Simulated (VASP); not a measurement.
# TiGaSb (P-6m2) in VASP: notebook

Runs on TiGaSb. Level: PBE. Tasks: single point, relaxation of cell and atoms.

Everything below comes from runs of VASP 6.6.1. Logs are shortened: lines on timing, memory, paths and dates and some standing lists are left out, and cuts for length are marked.

### 1 The cell of the first run

It takes space group P-6m2 (No. 187, hexagonal). Conventional cell: a = 4.870 Å, b = 4.870 Å, c = 3.056 Å, α = 90.00°, β = 90.00°, γ = 120.00°. Within 3.7 Å of Ti (site symmetry -6m2) lie 3 Sb at 2.81 Å and 2 Ti at 3.06 Å and 6 Ga at 3.20 Å. Ga (site symmetry -6m2) has 2 Ga at 3.06 Å and 6 Ti at 3.20 Å and 6 Sb at 3.20 Å within 4.0 Å. Within 3.7 Å of Sb (site symmetry -6m2) lie 3 Ti at 2.81 Å and 2 Sb at 3.06 Å and 6 Ga at 3.20 Å.

### 2 Single point, PBE, collinear spin, ferromagnetic start

Input file INCAR:

```
PREC = Accurate
ENCUT = 520
EDIFF = 1E-6
ISMEAR = 0
SIGMA = 0.1
LREAL = F
LASPH = T
NELM = 150
ALGO = Normal
ISIF = 2
LWAVE = F
LCHARG = T
ISPIN = 2
MAGMOM = 0.63 0 0
LORBIT = 11
LMAXMIX = 4
GGA = PE
LELF = T
LVHAR = T
NBANDS = 26
```

Input file KPOINTS:

```
regular mesh
0
Gamma
  12 12 16
```

Input file POSCAR:

```
TiGaSb
1.0
    4.8701259499      0.0000000000      0.0000000000
   -2.4350629749      4.2176527922      0.0000000000
    0.0000000000      0.0000000000      3.0557096593
Ti Ga Sb
1 1 1
Direct
    0.6666666667      0.3333333333      0.5000000000
    0.0000000000      0.0000000000      0.0000000000
    0.3333333333      0.6666666667      0.5000000000
```

Potentials or basis: VASP PAW PBE potentials, release 64 (Ti_sv, Ga_d, Sb).

Command:

```
$ cat potpaw_PBE.64/Ti_sv/POTCAR potpaw_PBE.64/Ga_d/POTCAR potpaw_PBE.64/Sb/POTCAR > POTCAR
$ mpirun -np 1 vasp_std > vasp.out
```

OUTCAR:

```text
PREC = Accurate
   ENCUT = 520
   EDIFF = 1E-6
   ISMEAR = 0
   LREAL = F
   LASPH = T
   NELM = 150
   ISIF = 2
   ISPIN = 2
   LORBIT = 11
   GGA = PE

 ion  position               nearest neighbor table
   1  0.667  0.333  0.500-   3 2.81   3 2.81   3 2.81
   2  0.000  0.000  0.000-   3 3.20   3 3.20   3 3.20   3 3.20   3 3.20   3 3.20
   3  0.333  0.667  0.500-   1 2.81   1 2.81   1 2.81   2 3.20   2 3.20   2 3.20   2 3.20   2 3.20
                             2 3.20

  LATTYP: Found a hexagonal cell.
 ALAT       =     4.8701259499
 C/A-ratio  =     0.6274395551

  Lattice vectors:

 A1 = (   4.8701259499,   0.0000000000,   0.0000000000)
 A2 = (  -2.4350629749,   4.2176527922,   0.0000000000)
 A3 = (   0.0000000000,   0.0000000000,   3.0557096593)

Analysis of symmetry for initial positions (statically):
=====================================================================
 Subroutine PRICEL returns:
 Original cell was already a primitive cell.

 Routine SETGRP: Setting up the symmetry group for a
 hexagonal supercell.

 Subroutine GETGRP returns: Found 12 space group operations
 (whereof 12 operations were pure point group operations)
 out of a pool of 24 trial point group operations.

The static configuration has the point symmetry D_3h.

Analysis of symmetry for dynamics (positions and initial velocities):
=====================================================================
 Subroutine PRICEL returns:
 Original cell was already a primitive cell.

 Routine SETGRP: Setting up the symmetry group for a
 hexagonal supercell.

 Subroutine GETGRP returns: Found 12 space group operations
 (whereof 12 operations were pure point group operations)
 out of a pool of 24 trial point group operations.

The dynamic configuration has the point symmetry D_3h.

Analysis of structural, dynamic, and magnetic symmetry:
=====================================================================
 Subroutine PRICEL returns:
 Original cell was already a primitive cell.

 Routine SETGRP: Setting up the symmetry group for a
 hexagonal supercell.

 Subroutine GETGRP returns: Found 12 space group operations
 (whereof 12 operations were pure point group operations)
 out of a pool of 24 trial point group operations.

The overall configuration has the point symmetry D_3h.

 Subroutine INISYM returns: Found 12 space group operations
 (whereof 12 operations are pure point group operations),
 and found     1 'primitive' translations

[... 120 lines left out ...]
   LORBIT       =     11    0 simple, 1 ext, 2 COOP (PROOUT), +10 PAW based schemes
   GGA     = PE    functional components
   LHFCALC =     F    Hartree Fock is set to
   AEXX    =    0.0000 exact exchange contribution
   IVDW    =     0    specifies the selected vdW correction
   LEPSILON=     F    determine dielectric tensor
   LRPA    =     F    only Hartree local field effects (RPA)
 spin polarized calculation
 Gauss-broadening in eV      SIGMA  =   0.10
  energy-cutoff  :      520.00
  volume of cell :       62.77
 maximum number of plane-waves:      1721
   NGX = 19   NGY = 19   NGZ = 11

 number of electron      29.9999994 magnetization       1.0237587

 Free energy of the ion-electron system (eV)
  ---------------------------------------------------
  ext. energy  EPLUGINS =         0.00000000
  ---------------------------------------------------
  free energy    TOTEN  =       -14.55030309 eV

  energy without entropy =      -14.53618509  energy(sigma->0) =      -14.54324409

 E-fermi :   7.5891     XC(G=0): -10.8283

 val. band max:        7.5888346337   @ k =   0.4167   0.0833   0.1250
 cond. band min:       7.5915620143   @ k =   0.3333   0.2500   0.3125
 fundamental gap:      0.0027273807
 Fermi energy:         7.5891427181

 spin component 1

 k-point     1 :       0.0000    0.0000    0.0000
  band No.  band energies     occupation
      1     -49.6566      1.00000
      2     -25.9684      1.00000
      3     -25.9684      1.00000
      4     -25.7334      1.00000
      5      -7.0976      1.00000
      6      -6.9836      1.00000
[... 685 lines left out ...]
     25      16.4517      0.00000
     26      17.2140      0.00000

 [... further k-points ...]

 spin component 2

 k-point     1 :       0.0000    0.0000    0.0000
  band No.  band energies     occupation
      1     -49.0569      1.00000
      2     -25.3337      1.00000
      3     -25.3337      1.00000
      4     -25.1930      1.00000
      5      -7.0922      1.00000
      6      -6.9699      1.00000
[... 685 lines left out ...]
     25      16.6587      0.00000
     26      17.3085      0.00000

 [... further k-points ...]

------------------------ aborting loop because EDIFF is reached ----------------------------------------

  FORCE on cell =-STRESS in cart. coord.  units (eV):
  Direction    XX          YY          ZZ          XY          YZ          ZX
  --------------------------------------------------------------------------------------
  -------------------------------------------------------------------------------------
  Total        0.0130960      0.0130960      0.0087778      0.0000000     -0.0000000     -0.0000000
  in kB        0.3342929      0.3342929      0.2240649      0.0000000     -0.0000000     -0.0000000
  external PRESSURE =       0.2975503 kB  Pullay stress =       0.0000000 kB

 VOLUME and BASIS-vectors are now :
 -----------------------------------------------------------------------------
  energy-cutoff  :      520.00
  volume of cell :       62.77
      direct lattice vectors                 reciprocal lattice vectors
     4.870125950  0.000000000  0.000000000     0.205333499  0.118549351  0.000000000
    -2.435062975  4.217652792  0.000000000     0.000000000  0.237098701  0.000000000
     0.000000000  0.000000000  3.055709659     0.000000000  0.000000000  0.327256222

 POSITION                                       TOTAL-FORCE (eV/Angst)
 -----------------------------------------------------------------------------------
      2.43506      1.40588      1.52785         0.000000      0.000000      0.000000
      0.00000      0.00000      0.00000         0.000000      0.000000      0.000000
     -0.00000      2.81177      1.52785        -0.000000      0.000000      0.000000
 -----------------------------------------------------------------------------------
    total drift:                               -0.000001      0.000001      0.000000

  FREE ENERGIE OF THE ION-ELECTRON SYSTEM (eV)
  ---------------------------------------------------
  free  energy   TOTEN  =       -14.5503030854 eV

  energy  without entropy=      -14.5361850871  energy(sigma->0) =      -14.54324409

 total charge

# of ion       s       p       d       tot
------------------------------------------
    1        2.178   6.065   1.917  10.160
    2        1.026   0.523   9.954  11.503
    3        1.180   1.233   0.057   2.470
--------------------------------------------------
tot          4.384   7.821  11.929  24.133

 magnetization (x)

# of ion       s       p       d       tot
------------------------------------------
    1        0.009   0.021   0.615   0.644
    2       -0.005   0.043   0.005   0.043
    3       -0.006   0.002   0.008   0.003
--------------------------------------------------
tot         -0.002   0.065   0.627   0.690
```

stdout:

```text
POSCAR found type information on POSCAR TiGaSb
 POSCAR found :  3 types and       3 ions
 scaLAPACK will be used
 LDA part: xc-table for (Slater+PW92), standard interpolation
 POSCAR, INCAR and KPOINTS ok, starting setup
 FFT: planning ... GRIDC
 FFT: planning ... GRID_SOFT
 FFT: planning ... GRID
 WAVECAR not read
 entering main loop
```

It took 5.4 min on 1 thread of AMD EPYC 9R45 (Zen 5), shared host; peak memory 0.51 GiB.

What came out:

| Item | Value |
| --- | --- |
| Free energy | -14.5503 eV |
| Pressure | 0.0 GPa |
| Net moment | 1.02 μB per cell |
| Site moments | Ti +0.64; Ga +0.04; Sb +0.00 μB |
| Valence electrons inside the program's atomic spheres | Ti 10.16; Ga 11.50; Sb 2.47 |

Levels at points of the mesh, in eV from the Fermi level:
Spin up:
| k point | band 14 | band 15 | band 16 | band 17 | band 18 | band 19 |
| --- | --- | --- | --- | --- | --- | --- |
| (0.00, 0.00, 0.00) | -1.01 | 0.07 | 0.07 | 1.59 | 1.59 | 2.69 |
| (0.50, 0.00, 0.00) | -0.72 | -0.32 | 1.28 | 1.48 | 1.58 | 3.87 |
| (0.00, 0.00, 0.50) | -0.69 | -0.69 | -0.56 | -0.06 | 2.52 | 2.54 |
| (0.50, 0.00, 0.50) | -1.27 | -0.99 | -0.24 | 0.95 | 0.97 | 1.41 |
Spin down:
```csv
k point,band 10,band 11,band 12,band 13,band 14,band 15,band 16,band 17,band 18,band 19
"(0.00, 0.00, 0.00)",-11.66,-4.57,-3.56,-3.56,-0.41,0.40,0.40,2.09,2.09,3.22
"(0.50, 0.00, 0.00)",-10.77,-7.70,-3.77,-2.79,-0.11,0.25,1.73,2.07,2.07,4.04
"(0.00, 0.00, 0.50)",-8.47,-6.29,-1.36,-1.36,-0.51,-0.24,-0.24,0.07,2.63,2.63
"(0.50, 0.00, 0.50)",-7.76,-5.34,-3.65,-3.57,-0.90,-0.77,0.25,1.31,1.54,1.79
```

Caveat: spin-orbit coupling is left out, which moves the levels of the heavy elements.

### 3 Single point, PBE

This run uses another cell than the first one, of 20.73 Å³/atom, 0.991 times its volume.

Input file INCAR:

```
SYSTEM = TiGaSb
PREC     = Accurate       ! precision mode
ENCUT    = 520            ! plane-wave cutoff, eV
EDIFF    = 1E-6           ! SCF threshold, eV
ISMEAR   = 0              ! smearing method
SIGMA    = 0.1            ! smearing width, eV
LREAL    = .False.        ! projectors in reciprocal space
LASPH    = .True.         ! aspherical terms in the spheres
NELM     = 100            ! most SCF steps
ALGO     = Normal         ! electronic algorithm
ISIF     = 2              ! what is computed and relaxed
LWAVE    = .False.        ! write WAVECAR
LCHARG   = .True.         ! write CHGCAR
GGA      = PE             ! functional
LELF     = .True.         ! ELF
LVHAR    = .True.       
NBANDS   = 22             ! bands
```

Input file KPOINTS:

```
Automatic mesh
0
Gamma
  6 6 6
  0 0 0
```

Input file POSCAR:

```
TiGaSb
1.0
    4.8946119321      0.0000000000      0.0000000000
   -2.4473059661      4.2388582748      0.0000000000
    0.0000000000      0.0000000000      2.9974877843
Ti Ga Sb
1 1 1
Direct
    0.6666666667      0.3333333333      0.5000000000
    0.0000000000      0.0000000000      0.0000000000
    0.3333333333      0.6666666667      0.5000000000
```

Potentials or basis: VASP PAW PBE potentials, release 64 (Ti_sv, Ga_d, Sb).

Command:

```
$ cat potpaw_PBE.64/Ti_sv/POTCAR potpaw_PBE.64/Ga_d/POTCAR potpaw_PBE.64/Sb/POTCAR > POTCAR
$ mpirun -np 1 vasp_std > vasp.out
```

It took 24 s on 1 thread of AMD EPYC 9R45 (Zen 5), shared host; peak memory 0.17 GiB.

The run converged. Its results:

* Free energy: -14.5314 eV
* Pressure: 0.1 GPa
* Band gap on the k mesh: zero (band 15 reaches 7.81 eV, above the bottom of band 16 at 7.19 eV)

Stress tensor (GPa, compression positive):
```
-0.04  0.00  0.00
 0.00 -0.04  0.00
 0.00  0.00  0.26
```

Levels at points of the mesh, in eV from the Fermi level:
```csv
k point,band 12,band 13,band 14,band 15,band 16,band 17,band 18,band 19
"(0.00, 0.00, 0.00)",-3.73,-3.73,-0.74,0.14,0.14,1.97,1.97,2.90
"(0.50, 0.00, 0.00)",-3.93,-3.03,-0.43,-0.08,1.69,1.73,1.96,3.77
"(0.00, 0.00, 0.50)",-1.44,-1.44,-0.61,-0.48,-0.48,-0.03,2.63,2.63
"(0.50, 0.00, 0.50)",-3.67,-3.55,-1.08,-0.80,0.04,1.10,1.28,1.65
```

Caveat: spin-orbit coupling is left out, which moves the levels of the heavy elements.

### 4 Relaxation of cell and atoms, PBE

This run uses another cell than the first one, of 21.00 Å³/atom, 1.004 times its volume.

Input file INCAR:

```
PREC = Accurate ; ENCUT = 600
EDIFF = 1E-7 ; ISMEAR = 0
SIGMA = 0.1 ; LREAL = F
LASPH = T ; NELM = 100
ALGO = Normal ; ISIF = 3
LWAVE = F ; LCHARG = F
GGA = PE ; IBRION = 2
NSW = 90 ; EDIFFG = -0.04
```

Input file KPOINTS:

```
Automatic mesh
0
Gamma
  6 6 6
```

Input file POSCAR:

```
TiGaSb
1.0
    4.7815809633      0.0000000000      0.0000000000
   -2.3907904817      4.1409705845      0.0000000000
    0.0000000000      0.0000000000      3.1821728397
Ti Ga Sb
1 1 1
Direct
    0.6666666667      0.3333333333      0.5000000000
    0.0000000000      0.0000000000      0.0000000000
    0.3333333333      0.6666666667      0.5000000000
```

Command:

```
$ cat potpaw_PBE.64/Ti_sv/POTCAR potpaw_PBE.64/Ga_d/POTCAR potpaw_PBE.64/Sb/POTCAR > POTCAR
$ mpirun -np 1 vasp_std > vasp.out
```

Wall time 4 min (1 thread of AMD EPYC 9R45 (Zen 5), shared host); peak memory 0.22 GiB.

Results (log left out):

```yaml
Free_energy: -14.5316 eV
Relaxed_volume: 20.80 Å³/atom
Relaxed_cell: a = 4.892 Å, b = 4.892 Å, c = 3.012 Å, α = 90.00°, β = 90.00°, γ = 120.00°
Space_group_after_relaxing_to_0.05_Å: P-6m2 (No. 187)
Energy_gained_by_relaxing: 11.6 meV/atom
Ionic_steps: 10
Pressure_after_relaxing: -0.1 GPa
Band_gap_on_the_k_mesh: zero (band 15 reaches 7.80 eV, above the bottom of band 16 at 7.16 eV)
```

The path:
| step | energy change (eV) | largest force (eV/Å) | pressure (GPa) | volume (Å³) |
| --- | --- | --- | --- | --- |
| 1 | 0.0000 | 0.0000 | 0.43 | 63.01 |
| 2 | -0.0075 | 0.0000 | -0.41 | 63.51 |
| 3 | -0.0127 | 0.0000 | -1.98 | 64.57 |
| 4 | -0.0131 | 0.0000 | -1.62 | 64.31 |
| 5 | -0.0162 | 0.0000 | -1.63 | 64.23 |
| 6 | -0.0241 | 0.0000 | -1.62 | 63.98 |
| 7 | -0.0264 | 0.0000 | -1.38 | 63.43 |
| 8 | -0.0281 | 0.0000 | -1.52 | 63.69 |
| 9 | -0.0323 | 0.0000 | -0.94 | 63.14 |
| 10 | -0.0348 | 0.0000 | -0.12 | 62.41 |

Final structure:
```
Ti Ga Sb
1.0
     4.89162    0.00000    0.00000
    -2.44581    4.23627    0.00000
     0.00000    0.00000    3.01197
Ti Ga Sb
1 1 1
Direct
  0.66667 0.33333 0.50000
  0.00000 0.00000 0.00000
  0.33333 0.66667 0.50000
```

Levels at points of the mesh, in eV from the Fermi level:
```csv
k point,band 11,band 12,band 13,band 14,band 15,band 16,band 17,band 18,band 19
"(0.00, 0.00, 0.00)",-4.72,-3.71,-3.71,-0.73,0.16,0.16,1.94,1.94,2.90
"(0.50, 0.00, 0.00)",-7.81,-3.91,-3.01,-0.43,-0.07,1.64,1.73,1.92,3.80
"(0.00, 0.00, 0.50)",-6.30,-1.46,-1.46,-0.61,-0.47,-0.47,-0.03,2.62,2.62
"(0.50, 0.00, 0.50)",-5.40,-3.69,-3.57,-1.08,-0.83,0.03,1.10,1.27,1.63
```

Caveat: spin-orbit coupling is left out, which moves the levels of the heavy elements.

### 5 Overview

| task | spin | cell | k mesh | cutoff (eV) | gap on the mesh (eV) | pressure (GPa) |
| --- | --- | --- | --- | --- | --- | --- |
| single point | collinear, ferromagnetic start | a = 4.870, b = 4.870, c = 3.056 Å, angles 90.0, 90.0, 120.0°, 3 atoms | 12 × 12 × 16 | 520 | none | 0.0 |
| single point | off | a = 4.895, b = 4.895, c = 2.997 Å, angles 90.0, 90.0, 120.0°, 3 atoms | 6 × 6 × 6 | 520 | none | 0.1 |
| relaxation of cell and atoms | off | relaxed from a = 4.782, b = 4.782, c = 3.182 Å, angles 90.0, 90.0, 120.0°, 3 atoms | 6 × 6 × 6 | 600 | none | -0.1 |

Alike in all rows: level PBE; potentials or basis VASP PAW PBE potentials, release 64 (Ti_sv, Ga_d, Sb); smearing gaussian 0.1 eV.

Caveats: spin-orbit coupling is left out, which moves the levels of the heavy elements.

Total energies depend on the potentials used, so only differences within one code and one set of settings carry meaning.
